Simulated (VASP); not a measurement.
# MoS2 (R3m) in VASP: a series of runs

MoS2 is run at these levels: LDA; tasks: electric field gradients.

All numbers are computed with VASP 6.6.1; they aren't measurements. Logs are shortened: lines on timing, memory, paths and dates and some standing lists are left out, and cuts for length are marked.

### Step 1. The cell of the first run

Symmetry: R3m, No. 160, trigonal system. The conventional cell has a = 3.120 Å, b = 3.120 Å, c = 18.122 Å, α = 90.00°, β = 90.00°, γ = 120.00°. Mo (site symmetry 3m) has 6 S at 2.33 Å and 6 Mo at 3.12 Å within 3.2 Å. S (site symmetry 3m) has 3 Mo at 2.33 Å and 7 S at 2.96 to 3.12 Å within 3.2 Å. S (site symmetry 3m) has 3 Mo at 2.33 Å and 7 S at 2.96 to 3.12 Å within 3.2 Å.

### Step 2. Electric field gradients, LDA (16.98 Å³/atom)

Input file INCAR:

```
SYSTEM = MoS2
PREC = Accurate
ENCUT = 520
EDIFF = 1E-8
ISMEAR = -1
SIGMA = 0.05
LREAL = .False.
LASPH = .True.
NELM = 100
ALGO = Normal
ISIF = 2
LWAVE = .False.
LCHARG = .False.
LEFG = .True.
NBANDS = 20
```

Input file KPOINTS:

```
regular mesh
0
Gamma
  15 15 15
  0 0 0
```

Input file POSCAR:

```
MoS2
1.0
    1.5601261102      0.9007392297      6.0405721524
   -1.5601261102      0.9007392297      6.0405721524
    0.0000000000     -1.8014784593      6.0405721524
Mo S
1 2
Direct
    0.0000000000      0.0000000000      0.0000000000
    0.7484000000      0.7484000000      0.7484000000
    0.5849000000      0.5849000000      0.5849000000
```

Potentials or basis: VASP PAW LDA potentials, release 64 (Mo_sv, S).

The run is started by

```
cat potpaw_LDA.64/Mo_sv/POTCAR potpaw_LDA.64/S/POTCAR > POTCAR
mpirun -np 1 vasp_std > vasp.out
```

OUTCAR:

```text
SYSTEM = MoS2
   PREC = Accurate
   ENCUT = 520
   EDIFF = 1E-8
   ISMEAR = -1
   LREAL = .False.
   LASPH = .True.
   NELM = 100
   ISIF = 2

 ion  position               nearest neighbor table
   1  0.000  0.000  0.000-   2 2.33   2 2.33   2 2.33   3 2.33   3 2.33   3 2.33
   2  0.748  0.748  0.748-   1 2.33   1 2.33   1 2.33
   3  0.585  0.585  0.585-   1 2.33   1 2.33   1 2.33

  LATTYP: Found a trigonal (rhomboedric) cell.
 ALAT       =     6.3034781326
 COS(alpha) =     0.8774851014

  Lattice vectors:

 A1 = (   1.5601261102,   0.9007392297,   6.0405721524)
 A2 = (  -1.5601261102,   0.9007392297,   6.0405721524)
 A3 = (   0.0000000000,  -1.8014784593,   6.0405721524)

Analysis of symmetry for initial positions (statically):
=====================================================================
 Subroutine PRICEL returns:
 Original cell was already a primitive cell.

 Routine SETGRP: Setting up the symmetry group for a
 trigonal (rhombohedral) supercell.

 Subroutine GETGRP returns: Found  6 space group operations
 (whereof  6 operations were pure point group operations)
 out of a pool of 12 trial point group operations.

The static configuration has the point symmetry C_3v.

Analysis of symmetry for dynamics (positions and initial velocities):
=====================================================================
 Subroutine PRICEL returns:
 Original cell was already a primitive cell.

 Routine SETGRP: Setting up the symmetry group for a
 trigonal (rhombohedral) supercell.

 Subroutine GETGRP returns: Found  6 space group operations
 (whereof  6 operations were pure point group operations)
 out of a pool of 12 trial point group operations.

The dynamic configuration has the point symmetry C_3v.

 Subroutine INISYM returns: Found  6 space group operations
 (whereof  6 operations are pure point group operations),
 and found     1 'primitive' translations

----------------------------------------------------------------------------------------

                                     Primitive cell

[... 128 lines left out ...]

 number of electron      26.0000002 magnetization

 Free energy of the ion-electron system (eV)
  ---------------------------------------------------
  ext. energy  EPLUGINS =         0.00000000
  ---------------------------------------------------
  free energy    TOTEN  =       -24.35978839 eV

  energy without entropy =      -24.35977684  energy(sigma->0) =      -24.35978261

 E-fermi :   8.5281     XC(G=0): -11.2992

 val. band max:        8.2750181383   @ k =   0.4667   0.4667   0.4667
 cond. band min:       8.8867611921   @ k =  -0.2000   0.4667   0.1333
 fundamental gap:      0.6117430539
 Fermi energy:         8.5280983377

 k-point     1 :       0.0000    0.0000    0.0000
  band No.  band energies     occupation
      1     -53.1089      2.00000
      2     -27.5337      2.00000
      3     -27.2526      2.00000
      4     -27.2526      2.00000
      5      -7.3547      2.00000
      6      -5.3407      2.00000
[... 541 lines left out ...]
     19      16.7270      0.00000
     20      17.1780      0.00000

 [... further k-points ...]

------------------------ aborting loop because EDIFF is reached ----------------------------------------

  FORCE on cell =-STRESS in cart. coord.  units (eV):
  Direction    XX          YY          ZZ          XY          YZ          ZX
  --------------------------------------------------------------------------------------
  -------------------------------------------------------------------------------------
  Total        1.9526186      1.9526186      4.5336797      0.0000000      0.0000000      0.0000000
  in kB       61.4242554     61.4242554    142.6176615      0.0000000      0.0000000      0.0000000
  external PRESSURE =      88.4887241 kB  Pullay stress =       0.0000000 kB

 VOLUME and BASIS-vectors are now :
 -----------------------------------------------------------------------------
  energy-cutoff  :      520.00
  volume of cell :       50.93
      direct lattice vectors                 reciprocal lattice vectors
     1.560126110  0.900739230  6.040572152     0.320486912  0.185033205  0.055182411
    -1.560126110  0.900739230  6.040572152    -0.320486912  0.185033205  0.055182411
     0.000000000 -1.801478459  6.040572152     0.000000000 -0.370066410  0.055182411

 POSITION                                       TOTAL-FORCE (eV/Angst)
 -----------------------------------------------------------------------------------
      0.00000      0.00000      0.00000         0.000000     -0.000000     -0.002636
      0.00000      0.00000     13.56229         0.000000      0.000000      1.634251
      0.00000      0.00000     10.59939         0.000000     -0.000000     -1.631615
 -----------------------------------------------------------------------------------
    total drift:                                0.000000      0.000000      0.000044

  FREE ENERGIE OF THE ION-ELECTRON SYSTEM (eV)
  ---------------------------------------------------
  free  energy   TOTEN  =       -24.3597883858 eV

  energy  without entropy=      -24.3597768440  energy(sigma->0) =      -24.35978261

 Electric field gradients (V/A^2)
---------------------------------------------------------------------
 ion       V_xx      V_yy      V_zz      V_xy      V_xz      V_yz
---------------------------------------------------------------------
   1      50.692    50.692  -101.385     0.000     0.000    -0.000
   2      33.516    33.516   -67.031     0.000    -0.000    -0.000
   3      32.655    32.655   -65.310     0.000     0.000    -0.000
---------------------------------------------------------------------

 Electric field gradients after diagonalization (V/A^2)
 (convention: |V_zz| > |V_xx| > |V_yy|)
----------------------------------------------------------------------
 ion       V_xx      V_yy      V_zz     asymmetry (V_yy - V_xx)/ V_zz
----------------------------------------------------------------------
   1      50.692    50.692  -101.385       0.000
   2      33.516    33.516   -67.031       0.000
   3      32.655    32.655   -65.310       0.000
----------------------------------------------------------------------

           NMR quadrupolar parameters

 Cq : quadrupolar parameter    Cq=e*Q*V_zz/h
 eta: asymmetry parameters     (V_yy - V_xx)/ V_zz
 Q  : nuclear electric quadrupole moment in mb (millibarn)
----------------------------------------------------------------------
 ion       Cq(MHz)       eta       Q (mb)
----------------------------------------------------------------------
   1      -0.245       0.000       1.000
   2      -0.162       0.000       1.000
   3      -0.158       0.000       1.000
----------------------------------------------------------------------
```

stdout:

```text
POSCAR found type information on POSCAR MoS
 POSCAR found :  2 types and       3 ions
 scaLAPACK will be used
 LDA part: xc-table for (Slater(with rela. corr.)+CA(PZ))
 , standard interpolation
 POSCAR, INCAR and KPOINTS ok, starting setup
 FFT: planning ... GRIDC
 FFT: planning ... GRID_SOFT
 FFT: planning ... GRID
 WAVECAR not read
 entering main loop
ion   1

ion   2

ion   3
```

Wall time 28 min (1 thread of Oxide Virtual Turin-like, shared host); peak memory 0.45 GiB.

Results:

| Quantity | Value |
| --- | --- |
| Free energy | -24.3598 eV |
| Pressure | 8.8 GPa |
| Largest force | 1.634 eV/Å |
| Band gap on the k mesh | 0.61 eV (least direct gap 1.72 eV) |
| Largest electric field gradient by atom | Mo -101.4; S -67.0, -65.3 V/Å² |

Forces in eV/Å, atoms in the order of the input:
```
Mo   0.000  0.000 -0.003
S    0.000  0.000  1.634
S    0.000  0.000 -1.632
```

Electric field gradients, principal values (V/Å²):
```csv
atom,least,middle,greatest (by size)
1 Mo,50.692,50.692,-101.385
2 S,33.516,33.516,-67.031
3 S,32.655,32.655,-65.310
```

Caveat: the stress differs along the axes, from 6 to 14 GPa; without QUAD_EFG the Cq values of the log hold for a quadrupole moment of 1 mb, not for the nuclei; forces of over 1 eV/Å act on the atoms, so gaps and moduli don't describe the material at rest.

### Step 3. Electric field gradients, LDA (17.51 Å³/atom)

This run uses another cell than the first one, of 17.51 Å³/atom.

Input file INCAR:

```
PREC     = Accurate       # precision mode
ENCUT    = 520            # plane-wave cutoff, eV
EDIFF    = 1E-8           # SCF threshold, eV
ISMEAR   = -1             # smearing method
SIGMA    = 0.05           # smearing width, eV
LREAL    = F              # projectors in reciprocal space
LASPH    = T              # aspherical terms in the spheres
NELM     = 100            # most SCF steps
ALGO     = Normal         # electronic algorithm
ISIF     = 2              # what is computed and relaxed
LWAVE    = F              # write WAVECAR
LCHARG   = F              # write CHGCAR
GGA      = CA             # functional
LEFG     = T            
NBANDS   = 20             # bands
```

Input file KPOINTS:

```
regular mesh
0
Gamma
  15 15 15
```

Input file POSCAR:

```
MoS2
1.0
    1.5762110184      0.9100258558      6.1028504825
   -1.5762110184      0.9100258558      6.1028504825
    0.0000000000     -1.8200517116      6.1028504825
Mo S
1 2
Direct
    0.0000000000      0.0000000000      0.0000000000
    0.7484000000      0.7484000000      0.7484000000
    0.5849000000      0.5849000000      0.5849000000
```

Potentials or basis: VASP PAW LDA potentials, release 64 (Mo_sv, S).

The run is started by

```
cat potpaw_LDA.64/Mo_sv/POTCAR potpaw_LDA.64/S/POTCAR > POTCAR
mpirun -np 1 vasp_std > vasp.out
```

OUTCAR:

```text
PREC = Accurate
   ENCUT = 520
   EDIFF = 1E-8
   ISMEAR = -1
   LREAL = F
   LASPH = T
   NELM = 100
   ISIF = 2
   GGA = CA

 ion  position               nearest neighbor table
   1  0.000  0.000  0.000-   2 2.36   2 2.36   2 2.36   3 2.36   3 2.36   3 2.36
   2  0.748  0.748  0.748-   1 2.36   1 2.36   1 2.36
   3  0.585  0.585  0.585-   1 2.36   1 2.36   1 2.36

  LATTYP: Found a trigonal (rhomboedric) cell.
 ALAT       =     6.3684670247
 COS(alpha) =     0.8774851014

  Lattice vectors:

 A1 = (   1.5762110184,   0.9100258558,   6.1028504825)
 A2 = (  -1.5762110184,   0.9100258558,   6.1028504825)
 A3 = (   0.0000000000,  -1.8200517116,   6.1028504825)

Analysis of symmetry for initial positions (statically):
=====================================================================
 Subroutine PRICEL returns:
 Original cell was already a primitive cell.

 Routine SETGRP: Setting up the symmetry group for a
 trigonal (rhombohedral) supercell.
[... 746 lines left out ...]
     0.000000000 -1.820051712  6.102850483     0.000000000 -0.366289959  0.054619286

 POSITION                                       TOTAL-FORCE (eV/Angst)
 -----------------------------------------------------------------------------------
      0.00000      0.00000      0.00000         0.000000      0.000000     -0.002531
      0.00000      0.00000     13.70212         0.000000     -0.000000      1.025950
      0.00000      0.00000     10.70867         0.000000      0.000000     -1.023419
 -----------------------------------------------------------------------------------
    total drift:                                0.000000     -0.000000     -0.000057

  FREE ENERGIE OF THE ION-ELECTRON SYSTEM (eV)
  ---------------------------------------------------
  free  energy   TOTEN  =       -24.4197109950 eV

  energy  without entropy=      -24.4197001239  energy(sigma->0) =      -24.41970556

 Electric field gradients (V/A^2)
---------------------------------------------------------------------
 ion       V_xx      V_yy      V_zz      V_xy      V_xz      V_yz
---------------------------------------------------------------------
   1      48.830    48.830   -97.660     0.000     0.000    -0.000
   2      32.401    32.401   -64.802     0.000    -0.000     0.000
   3      31.629    31.629   -63.257     0.000     0.000    -0.000
---------------------------------------------------------------------

 Electric field gradients after diagonalization (V/A^2)
 (convention: |V_zz| > |V_xx| > |V_yy|)
----------------------------------------------------------------------
 ion       V_xx      V_yy      V_zz     asymmetry (V_yy - V_xx)/ V_zz
----------------------------------------------------------------------
   1      48.830    48.830   -97.660       0.000
   2      32.401    32.401   -64.802       0.000
   3      31.629    31.629   -63.257       0.000
----------------------------------------------------------------------

           NMR quadrupolar parameters

 Cq : quadrupolar parameter    Cq=e*Q*V_zz/h
 eta: asymmetry parameters     (V_yy - V_xx)/ V_zz
 Q  : nuclear electric quadrupole moment in mb (millibarn)
----------------------------------------------------------------------
 ion       Cq(MHz)       eta       Q (mb)
----------------------------------------------------------------------
   1      -0.236       0.000       1.000
   2      -0.157       0.000       1.000
   3      -0.153       0.000       1.000
----------------------------------------------------------------------
```

It took 27 min on 1 thread of Oxide Virtual Turin-like, shared host; peak memory 0.47 GiB.

What came out:

```yaml
Free_energy: -24.4197 eV
Pressure: 3.2 GPa
Largest_force: 1.026 eV/Å
Band_gap_on_the_k_mesh: 0.62 eV (least direct gap 1.65 eV)
Largest_electric_field_gradient_by_atom: Mo -97.7; S -64.8, -63.3 V/Å²
```

Forces in eV/Å, atoms in the order of the input:
```
Mo   0.000  0.000 -0.003
S    0.000  0.000  1.026
S    0.000  0.000 -1.023
```

Levels at points of the mesh, in eV from the valence-band top:
```
           k point  band 9  band 10  band 11  band 12  band 13  band 14  band 15  band 16  band 17  band 18
(0.00, 0.00, 0.00)   -3.93    -2.70    -2.70    -1.32    -1.26     1.89     1.89     2.44     2.44     5.21
```

Electric field gradients, principal values (V/Å²):
```
atom   least  middle  greatest (by size)
1 Mo  48.830  48.830             -97.660
 2 S  32.401  32.401             -64.802
 3 S  31.629  31.629             -63.257
```

Caveat: the stress differs along the axes, from 1 to 8 GPa; without QUAD_EFG the Cq values of the log hold for a quadrupole moment of 1 mb, not for the nuclei; forces of over 1 eV/Å act on the atoms, so gaps and moduli don't describe the material at rest.
